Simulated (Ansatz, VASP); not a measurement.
# ZnS in VASP and in Ansatz

Contents of INCAR:

```
SYSTEM = ZnS
PREC = Accurate ; ENCUT = 520
EDIFF = 1E-7 ; ISMEAR = 0
SIGMA = 0.05 ; LREAL = .FALSE.
LASPH = .TRUE. ; NELM = 60
ALGO = Normal ; ISIF = 2
LWAVE = .FALSE. ; LCHARG = .FALSE.
GGA = PE ; NBANDS = 26
```

The input KPOINTS:

```
regular mesh
0
G
  9 9 4
  0 0 0
```

The input POSCAR:

```
ZnS
1.0
    3.8455587354      0.0000000000      0.0000000000
   -1.9227793677      3.3303515566      0.0000000000
    0.0000000000      0.0000000000      6.3037246812
Zn S
2 2
Direct
    0.2529391243      0.6078140210      0.0052003729
    0.7470608757      0.3921859790      0.5052003729
    0.3982998698      0.7142254721      0.3797996271
    0.6017001302      0.2857745279      0.8797996271
```

Input for Ansatz:

```yaml
crystal:
  lattice:
    - [3.8455587354, 0.0, 0.0]
    - [-1.9227793677, 3.3303515566, 0.0]
    - [0.0, 0.0, 6.3037246812]
  atoms:
    - { symbol: Zn, position: [0.2529391243, 0.607814021, 0.0052003729] }
    - { symbol: Zn, position: [0.7470608757, 0.392185979, 0.5052003729] }
    - { symbol: S, position: [0.3982998698, 0.7142254721, 0.3797996271] }
    - { symbol: S, position: [0.6017001302, 0.2857745279, 0.8797996271] }
basis:
  ecutwfc: 520.0
kpoints:
  mp_grid: { grid: [9, 9, 4] }
hamiltonian:
  xc: pbe
scf:
  occupations: { method: gaussian, width: 0.05 }
output:
  forces: true
  stress: true
  eigenvalues: true
```

Change from the starting cell: mode 4 frozen in at -0.196 Å and mode 5 at -0.196 Å (largest displacements).

Alike in both runs: task single point; functional PBE; k mesh 9 × 9 × 4; occupations gaussian, width 0.05 eV; no spin polarisation.

```csv
,VASP,Ansatz
version,VASP 6.6.1,Ansatz 0.2.0
potentials or method,"VASP PAW PBE potentials, release 64 (Zn, S), cutoff 520 eV","scalar-relativistic, plane waves, PAW"
valence electrons in the cell,36,36
```

```csv
,VASP,Ansatz,Ansatz less VASP
gap on the k mesh at the Fermi level (eV),1.90,1.90,-0.002
least direct gap on the mesh (eV),1.90,1.90,-0.002
pressure (GPa),-0.4,-0.5,-0.16
"traceless stress, the component that is largest in VASP (GPa)",0.66,0.65,-0.010
rms of the force components (eV/Å),0.188,0.188,+0.0006
```

Atom by atom the forces differ by 0.002 eV/Å (rms over components). The functional is the same, so the differences come from potentials, cutoffs and numerics.
